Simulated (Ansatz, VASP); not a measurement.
**KMgBe6: VASP beside Ansatz**

```
K Mg Be
1.0
     3.34279    1.92996    3.48959
    -3.34279    1.92996    3.48959
     0.00000   -3.85992    3.48959
K Mg Be
1 1 6
Direct
  0.50000 0.50000 0.50000
  0.00000 0.00000 0.00000
  0.35412 0.35412 0.04096
  0.04096 0.35412 0.35412
  0.35412 0.04096 0.35412
  0.95904 0.64588 0.64588
  0.64588 0.64588 0.95904
  0.64588 0.95904 0.64588
```

Alike in both runs: functional PBE; k mesh 6 × 6 × 6; occupations gaussian, width 0.1 eV; no spin polarisation.

Ansatz relaxed the structure, and its values are those at the end. VASP's run is a single point on that final structure, the one shown.

|  | VASP | Ansatz |
| --- | --- | --- |
| version | VASP 6.6.1 | Ansatz 0.2.0 |
| potentials or method | VASP PAW PBE potentials, release 64 (K_sv, Mg, Be), cutoff 520 eV | scalar-relativistic, plane waves, PAW |
| valence electrons in the cell | 23 | 31 |

|  | VASP | Ansatz | Ansatz less VASP |
| --- | --- | --- | --- |
| gap on the k mesh at the Fermi level (eV) | none | none | - |
| pressure (GPa) | 0.1 | 0.0 | -0.07 |
| rms of the force components (eV/Å) | 0.005 | 0.000 | -0.0047 |

A gap of «none» marks a metal or a gap that the smearing closes. VASP's potentials hold 23 valence electrons a cell and Ansatz's 31, so a difference there can come from the potentials and not from the codes.
